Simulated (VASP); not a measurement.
Set up this calculation in VASP 6.6.1, as the native input.

| Quantity | Value |
| --- | --- |
| Task | single point |
| Functional | revPBE |
| Potentials or basis | VASP PAW PBE potentials, release 64 (Ru_pv) |
| Cutoff | 520 eV |
| k mesh | 11 × 11 × 11 |
| Occupations | fermi-dirac, width 0.1 eV |
| Spin | no spin polarisation |
| Dipole correction | no |
| Further INCAR settings | ALGO = Normal; EDIFF = 1e-07; NBANDS = 21 |

The structure of Ru lies in POSCAR:

```
Ru
1.0
    0.0000000000      2.7391580688      2.7391580688
    2.7391580688      0.0000000000      2.7391580688
    2.7391580688      2.7391580688      0.0000000000
Ru
2
Direct
    0.1250000000      0.1250000000      0.1250000000
    0.8750000000      0.8750000000      0.8750000000
```

One way to write it, as run:

INCAR

```
SYSTEM = Ru
PREC = Accurate
ENCUT = 520
EDIFF = 1E-7
ISMEAR = -1
SIGMA = 0.1
LREAL = .False.
LASPH = .True.
NELM = 100
ALGO = Normal
ISIF = 2
LWAVE = .False.
LCHARG = .True.
GGA = RE
LELF = .True.
LVHAR = .True.
NBANDS = 21
```

KPOINTS

```
Automatic mesh
0
Gamma
  11 11 11
  0 0 0
```

Potentials or basis: VASP PAW PBE potentials, release 64 (Ru_pv).

The run is started by

```console
$ cat potpaw_PBE.64/Ru_pv/POTCAR > POTCAR
$ mpirun -np 1 vasp_std > vasp.out
```

Results of the run:

The pressure is 0.3 GPa. The band gap on the k mesh is zero (band 14 reaches 7.27 eV, above the bottom of band 15 at 6.45 eV).

Caveat: the PAW data sets were made with another functional, which shifts forces and pressure a little.

Run time: 24 s on 1 thread of Intel(R) Xeon(R) 6975P-C (Granite Rapids), on a shared host, peak memory 0.18 GiB.
